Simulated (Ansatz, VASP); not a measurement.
**Two plane-wave programs on Ag**

The input INCAR:

```
SYSTEM = Ag
ALGO = Fast
EDIFF = 1E-6
ENCUT = 520
GGA = PS
ISIF = 2
ISMEAR = 0
LASPH = .True.
LCHARG = .False.
LREAL = .False.
LWAVE = .False.
NBANDS = 12
NELM = 100
PREC = Accurate
SIGMA = 0.15
```

Contents of KPOINTS:

```
k-points
0
Gamma
  20 20 20
  0 0 0
```

File POSCAR:

```
Ag
1.0
   -1.5232016800      1.5232016800      1.7218801600
    1.5232016800     -1.5232016800      1.7218801600
    1.5232016800      1.5232016800     -1.7218801600
Ag
1
Direct
    0.0000000000      0.0000000000      0.0000000000
```

Input for Ansatz:

```yaml
crystal:
  lattice:
    - [-1.52320168, 1.52320168, 1.72188016]
    - [1.52320168, -1.52320168, 1.72188016]
    - [1.52320168, 1.52320168, -1.72188016]
  atoms:
    - { symbol: Ag, position: [0.0, 0.0, 0.0] }
basis:
  ecutwfc: 420
kpoints:
  mp_grid: { grid: [20, 20, 20] }
hamiltonian:
  xc: pbesol
scf:
  occupations: { method: gaussian, width: 0.15 }
output:
  forces: true
  stress: true
  eigenvalues: true
```

Change from the starting cell: strain -0.080 along x and y, +0.040 along z, atoms carried along.

Alike in both runs: task single point; functional PBEsol; k mesh 20 × 20 × 20; occupations gaussian, width 0.15 eV; no spin polarisation.

```csv
,VASP,Ansatz
version,VASP 6.6.1,Ansatz 0.2.0
potentials or method,"VASP PAW PBE potentials, release 64 (Ag), cutoff 520 eV","scalar-relativistic, plane waves, PAW"
valence electrons in the cell,11,19
```

|  | VASP | Ansatz | Ansatz less VASP |
| --- | --- | --- | --- |
| gap on the k mesh at the Fermi level (eV) | none | none | - |
| pressure (GPa) | 6.2 | 6.3 | +0.14 |
| traceless stress, the component that is largest in VASP (GPa) | 1.39 | 1.40 | +0.008 |

VASP's potentials were made for PBE, not for PBEsol. A gap of «none» marks a metal or a gap that the smearing closes. With one functional, cell and mesh, what is left measures potentials, basis and numerics. VASP's potentials hold 11 valence electrons a cell and Ansatz's 19, so a difference there can come from the potentials and not from the codes.
